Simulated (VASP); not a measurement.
# SiC (ae) (F-43m) in VASP: single point with PBEsol

Aim: the single point of SiC (ae) with PBEsol.

Program: VASP 6.6.1. These are calculated values, not measurements. Logs are shortened: lines on timing, memory, paths and dates and some standing lists are left out, and cuts for length are marked.

**1. The cell of the first run**

Symmetry: F-43m, No. 216, cubic system. Conventional cell: a = 4.357 Å, b = 4.357 Å, c = 4.357 Å, α = 90.00°, β = 90.00°, γ = 90.00°. Within 2.5 Å of Si (site symmetry -43m) lie 4 C at 1.89 Å. Within 2.5 Å of C (site symmetry -43m) lie 4 Si at 1.89 Å.

**2. Single point, PBEsol**

Contents of INCAR:

```
PREC = Accurate ; ENCUT = 600
EDIFF = 1E-6 ; ISMEAR = 0
SIGMA = 0.01 ; LREAL = False
LASPH = True ; NELM = 120
ALGO = Normal ; ISIF = 2
LWAVE = False ; LCHARG = True
GGA = PS ; LELF = True
LVHAR = True ; NBANDS = 11
GGA_COMPAT = False
```

Contents of KPOINTS:

```
Automatic mesh
0
Gamma
  10 10 10
```

Contents of POSCAR:

```
SiC
1.0
    0.0000000000      2.1784576158      2.1784576158
    2.1784576158      0.0000000000      2.1784576158
    2.1784576158      2.1784576158      0.0000000000
Si C
1 1
Direct
    0.0000000000      0.0000000000      0.0000000000
    0.2500000000      0.2500000000      0.2500000000
```

Potentials or basis: VASP PAW PBE potentials, release 64 (Si, C).

Launch:

```sh
$ cat potpaw_PBE.64/Si/POTCAR potpaw_PBE.64/C/POTCAR > POTCAR
$ mpirun -np 1 vasp_std > vasp.out
```

OUTCAR:

```text
PREC = Accurate
   ENCUT = 600
   EDIFF = 1E-6
   ISMEAR = 0
   LREAL = False
   LASPH = True
   NELM = 120
   ISIF = 2
   GGA = PS

 ion  position               nearest neighbor table
   1  0.000  0.000  0.000-   2 1.89   2 1.89   2 1.89   2 1.89
   2  0.250  0.250  0.250-   1 1.89   1 1.89   1 1.89   1 1.89

  LATTYP: Found a face centered cubic cell.
 ALAT       =     4.3569152316

  Lattice vectors:

 A1 = (   0.0000000000,   2.1784576158,   2.1784576158)
 A2 = (   2.1784576158,   0.0000000000,   2.1784576158)
 A3 = (   2.1784576158,   2.1784576158,   0.0000000000)

Analysis of symmetry for initial positions (statically):
=====================================================================
 Subroutine PRICEL returns:
 Original cell was already a primitive cell.

 Routine SETGRP: Setting up the symmetry group for a
 face centered cubic supercell.

 Subroutine GETGRP returns: Found 24 space group operations
 (whereof 24 operations were pure point group operations)
 out of a pool of 48 trial point group operations.

The static configuration has the point symmetry T_d .

Analysis of symmetry for dynamics (positions and initial velocities):
=====================================================================
 Subroutine PRICEL returns:
 Original cell was already a primitive cell.

 Routine SETGRP: Setting up the symmetry group for a
 face centered cubic supercell.

 Subroutine GETGRP returns: Found 24 space group operations
 (whereof 24 operations were pure point group operations)
 out of a pool of 48 trial point group operations.

The dynamic configuration has the point symmetry T_d .

 Subroutine INISYM returns: Found 24 space group operations
 (whereof 24 operations are pure point group operations),
 and found     1 'primitive' translations

----------------------------------------------------------------------------------------

                                     Primitive cell

  volume of cell :      20.6765

  direct lattice vectors                    reciprocal lattice vectors
     0.000000000  2.178457616  2.178457616    -0.229520187  0.229520187  0.229520187
     2.178457616  0.000000000  2.178457616     0.229520187 -0.229520187  0.229520187
     2.178457616  2.178457616  0.000000000     0.229520187  0.229520187 -0.229520187

  length of vectors
     3.080804305  3.080804305  3.080804305     0.397540626  0.397540626  0.397540626

  position of ions in fractional coordinates (direct lattice)
[... 82 lines left out ...]
   NSW    =      0    number of steps for IOM
   IBRION =     -1    ionic relax: 0-MD 1-quasi-New 2-CG
   NFREE  =      0    steps in history (QN), initial steepest desc. (CG)
   ISIF   =      2    stress and relaxation
   ISYM   =      2    0-nonsym 1-usesym 2-fastsym
   POTIM  = 0.5000    time-step for ionic-motion
   TEBEG  =    0.0;   TEEND  =   0.0 temperature during run
   PSTRESS=    0.0 pullay stress
   NELECT =       8.0000    total number of electrons
   NUPDOWN=      -1.0000    fix difference up-down
   EMIN   =  10.00;   EMAX   =-10.00  energy-range for DOS
   EFERMI =   0.00;   METHOD = LEGACY
   ISMEAR =     0;   SIGMA  =   0.01  broadening in eV -4-tet -1-fermi 0-gaus
   EFERMI_NEDOS =   21; number of points for ismear=-14 and -15
   IALGO  =     38    algorithm
   IMIX   =      4    mixing-type and parameters
     AMIX     =   0.40;   BMIX     =  1.00
     AMIX_MAG =   1.60;   BMIX_MAG =  1.00
  volume/ion in A,a.u.               =      10.34        69.77
  Fermi-wavevector in a.u.,A,eV,Ry     =   1.192923  2.254297 19.361976  1.423065
  Thomas-Fermi vector in A             =   2.328950
   LORBIT       =      0    0 simple, 1 ext, 2 COOP (PROOUT), +10 PAW based schemes
   GGA     = PS    functional components
   LHFCALC =     F    Hartree Fock is set to
   AEXX    =    0.0000 exact exchange contribution
   IVDW    =     0    specifies the selected vdW correction
   LEPSILON=     F    determine dielectric tensor
   LRPA    =     F    only Hartree local field effects (RPA)
 non-spin polarized calculation
 Gauss-broadening in eV      SIGMA  =   0.01
  energy-cutoff  :      600.00
  volume of cell :       20.68
 maximum number of plane-waves:       701
 NGX is ok and might be reduce to    28
   NGX = 13   NGY = 13   NGZ = 13

 number of electron       8.0000000 magnetization

 Free energy of the ion-electron system (eV)
  ---------------------------------------------------
  ext. energy  EPLUGINS =         0.00000000
  ---------------------------------------------------
  free energy    TOTEN  =       -15.91609687 eV

  energy without entropy =      -15.91609687  energy(sigma->0) =      -15.91609687

 E-fermi :   8.1820     XC(G=0): -11.5081

 val. band max:        8.0643078721   @ k =   0.0000   0.0000   0.0000
 cond. band min:       9.2978267534   @ k =   0.5000   0.5000   0.0000
 fundamental gap:      1.2335188813
 Fermi energy:         8.1820381390

 k-point     1 :       0.0000    0.0000    0.0000
  band No.  band energies     occupation
      1      -7.3656      2.00000
      2       8.0643      2.00000
      3       8.0643      2.00000
      4       8.0643      2.00000
      5      14.2598      0.00000
      6      15.3126      0.00000
      7      15.3126      0.00000
      8      15.3126      0.00000
      9      22.5257      0.00000
     10      22.5257      0.00000
     11      24.3388      0.00000
[... 309 lines left out ...]
 k-point    24 :       0.4000    0.3000    0.0000
  band No.  band energies     occupation
      1      -4.2040      2.00000
      2       2.4774      2.00000
      3       4.8789      2.00000
      4       5.4170      2.00000
      5      10.8217      0.00000
      6      13.5796      0.00000
      7      19.6254      0.00000
      8      19.9342      0.00000
      9      21.7500      0.00000
     10      26.0855      0.00000
     11      29.2445      0.00000

 [... further k-points ...]
[... 5 lines left out ...]
  --------------------------------------------------------------------------------------
  -------------------------------------------------------------------------------------
  Total        0.0269147      0.0269147      0.0269147      0.0000000      0.0000000     -0.0000000
  in kB        2.0855582      2.0855582      2.0855582      0.0000000      0.0000000     -0.0000000
  external PRESSURE =       2.0855582 kB  Pullay stress =       0.0000000 kB

 VOLUME and BASIS-vectors are now :
 -----------------------------------------------------------------------------
  energy-cutoff  :      600.00
  volume of cell :       20.68
      direct lattice vectors                 reciprocal lattice vectors
     0.000000000  2.178457616  2.178457616    -0.229520187  0.229520187  0.229520187
     2.178457616  0.000000000  2.178457616     0.229520187 -0.229520187  0.229520187
     2.178457616  2.178457616  0.000000000     0.229520187  0.229520187 -0.229520187

 POSITION                                       TOTAL-FORCE (eV/Angst)
 -----------------------------------------------------------------------------------
      0.00000      0.00000      0.00000        -0.000000      0.000000      0.000000
      1.08923      1.08923      1.08923         0.000000     -0.000000     -0.000000
 -----------------------------------------------------------------------------------
    total drift:                               -0.000000     -0.000000     -0.000000

  FREE ENERGIE OF THE ION-ELECTRON SYSTEM (eV)
  ---------------------------------------------------
  free  energy   TOTEN  =       -15.9160968682 eV

  energy  without entropy=      -15.9160968682  energy(sigma->0) =      -15.91609687
```

Wall time 7.9 s (1 thread of Intel Xeon Platinum 8559C (Emerald Rapids), shared host); peak memory 0.15 GiB.

What came out:

* Free energy: -15.9161 eV
* Pressure: 0.2 GPa
* Band gap on the k mesh: 1.23 eV, indirect (least direct gap 4.44 eV)

Caveat: the PAW data sets were made with another functional, which shifts forces and pressure a little.
